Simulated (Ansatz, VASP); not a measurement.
# One calculation of TiO2, two programs

INCAR

```
SYSTEM = TiO2
PREC = Accurate ; ENCUT = 520
EDIFF = 1E-6 ; ISMEAR = 0
SIGMA = 0.05 ; LREAL = .FALSE.
LASPH = .TRUE. ; NELM = 100
ALGO = Normal ; ISIF = 2
LWAVE = .FALSE. ; LCHARG = .FALSE.
GGA = PS ; NBANDS = 33
```

Contents of KPOINTS:

```
regular mesh
0
G
  8 8 10
  0 0 0
```

File POSCAR:

```
TiO2
1.0
    4.7206460701      0.0000000000      0.0000000000
    0.0000000000      4.7206460701      0.0000000000
    0.0000000000      0.0000000000      2.7800797470
Ti O
2 4
Direct
    0.0000000000      0.0000000000      0.0000000000
    0.5000000000      0.5000000000      0.5000000000
    0.3044387440      0.3044387440      0.0000000000
    0.1955612560      0.8044387440      0.5000000000
    0.6955612560      0.6955612560      0.0000000000
    0.8044387440      0.1955612560      0.5000000000
```

Input for Ansatz:

```yaml
crystal:
  lattice:
    - [4.7206460701, 0.0, 0.0]
    - [0.0, 4.7206460701, 0.0]
    - [0.0, 0.0, 2.780079747]
  atoms:
    - { symbol: Ti, position: [0.0, 0.0, 0.0] }
    - { symbol: Ti, position: [0.5, 0.5, 0.5] }
    - { symbol: O, position: [0.304438744, 0.304438744, 0.0] }
    - { symbol: O, position: [0.195561256, 0.804438744, 0.5] }
    - { symbol: O, position: [0.695561256, 0.695561256, 0.0] }
    - { symbol: O, position: [0.804438744, 0.195561256, 0.5] }
basis:
  ecutwfc: 420
kpoints:
  mp_grid: { grid: [8, 8, 10] }
hamiltonian:
  xc: pbesol
scf:
  occupations: { method: gaussian, width: 0.05 }
output:
  forces: true
  stress: true
  eigenvalues: true
```

Alike in both runs: task single point; functional PBEsol; k mesh 8 × 8 × 10; occupations gaussian, width 0.05 eV; no spin polarisation.

|  | VASP | Ansatz |
| --- | --- | --- |
| version | VASP 6.6.1 | Ansatz 0.2.0 |
| potentials or method | VASP PAW PBE potentials, release 64 (Ti_sv, O), cutoff 520 eV | scalar-relativistic, plane waves, PAW |
| valence electrons in the cell | 48 | 48 |

```tsv
	VASP	Ansatz	Ansatz less VASP
gap on the k mesh at the Fermi level (eV)	1.96	1.98	+0.023
least direct gap on the mesh (eV)	2.00	2.02	+0.021
pressure (GPa)	5.4	4.7	-0.67
traceless stress, the component that is largest in VASP (GPa)	17.57	17.32	-0.250
rms of the force components (eV/Å)	0.068	0.045	-0.0233
```

VASP's potentials were made for PBE, not for PBEsol. Atom by atom the forces differ by 0.023 eV/Å (rms over components).
